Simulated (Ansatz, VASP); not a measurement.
## Al2GaN3: VASP beside Ansatz

```xyz
12
Lattice="5.7432 -1.5679 0.0009 5.7432 1.5679 0.0009 -1.8962 0.0000 7.1753" Properties=species:S:1:pos:R:3 pbc="T T T"
Al   10.1075    0.0000    2.7946
Al    8.7378    0.0000    5.5747
Al    1.7202    0.0000    3.1899
Al    6.1497    0.0000    0.8120
Ga    3.0734    0.0000    0.4140
Ga    5.6340    0.0000    5.1802
N     1.3447    0.0000    1.3277
N     3.9160    0.0000    6.1175
N     8.4230    0.0000    3.6972
N     7.0704    0.0000    6.4716
N     0.0238    0.0000    4.0521
N     4.4900    0.0000    1.7443
```

Alike in both runs: functional PBEsol; k mesh 8 × 8 × 4; occupations gaussian, width 0.02 eV; no spin polarisation.

Ansatz relaxed the structure, and its values are those at the end. VASP's run is a single point on that final structure, the one shown.

|  | VASP | Ansatz |
| --- | --- | --- |
| version | VASP 6.6.1 | Ansatz 0.2.0 |
| potentials or method | VASP PAW PBE potentials, release 64 (Al, Ga_d, N), cutoff 520 eV | scalar-relativistic, plane waves, PAW |
| valence electrons in the cell | 68 | 68 |

```tsv
	VASP	Ansatz	Ansatz less VASP
gap on the k mesh at the Fermi level (eV)	3.27	3.26	-0.017
least direct gap on the mesh (eV)	3.27	3.26	-0.017
pressure (GPa)	-0.1	0.0	+0.09
rms of the force components (eV/Å)	0.005	0.001	-0.0037
```

VASP's potentials were made for PBE, not for PBEsol. The functional is the same, so the differences come from potentials, cutoffs and numerics.
